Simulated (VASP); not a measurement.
MnF2: single point with PBEsol

MnF2:

```
Mn F
1.0
     4.84109    0.00000    0.00000
     0.00000    4.84109    0.00000
     0.00000    0.00000    3.28848
Mn F
2 4
Direct
  0.50000 0.50000 0.50000
  0.00000 0.00000 0.00000
  0.80530 0.19470 0.50000
  0.69470 0.69470 0.00000
  0.19470 0.80530 0.50000
  0.30530 0.30530 0.00000
```

| Property | Result |
| --- | --- |
| Program | VASP 6.6.1 |
| Task | single point |
| Functional | PBEsol |
| Potentials or basis | VASP PAW PBE potentials, release 64 (Mn_pv, F) |
| Cutoff | 520 eV |
| k mesh | 5 × 5 × 7 |
| Occupations | fermi-dirac, width 0.05 eV |
| Spin | collinear spin, ferromagnetic start |
| Starting moments | [4.0, 4.0, 0.0, 0.0, 0.0, 0.0] μB |

- Pressure: 1.4 GPa
- Largest force: 0.022 eV/Å
- Band gap on the k mesh: 0.90 eV
- Net moment: 10.00 μB per cell
- Site moments: Mn +4.58; F +0.09 μB
- Valence electrons inside the program's atomic spheres: Mn 11.29; F 6.09

Forces in eV/Å, atoms in the order of the input:
```
Mn   0.000  0.000  0.000
Mn   0.000  0.000  0.000
F   -0.015  0.015  0.000
F    0.015  0.015  0.000
F    0.015 -0.015  0.000
F   -0.015 -0.015  0.000
```

Stress tensor (GPa, compression positive):
```
1.35 0.00 0.00
0.00 1.35 0.00
0.00 0.00 1.56
```

Levels at points of the mesh, in eV from the valence-band top:
Spin up:
```
           k point  band 29  band 30  band 31  band 32  band 33  band 34  band 35  band 36
(0.00, 0.00, 0.00)    -1.62    -0.58    -0.58     0.00     0.90     6.21     6.21     7.75
```
Spin down:
| k point | band 19 | band 20 | band 21 | band 22 | band 23 | band 24 | band 25 | band 26 |
| --- | --- | --- | --- | --- | --- | --- | --- | --- |
| (0.00, 0.00, 0.00) | -5.25 | -4.85 | -4.85 | -4.55 | 1.54 | 1.59 | 2.02 | 2.09 |

Run time: 54 s on 1 thread of Intel(R) Xeon(R) Platinum 8488C (Sapphire Rapids), on a shared host, peak memory 0.26 GiB.

Caveat: the PAW data sets were made with another functional, which shifts forces and pressure a little; the run started ferromagnetic, and an antiferromagnetic order may lie lower in energy. As with any semilocal functional, this PBEsol gap is likely too small.
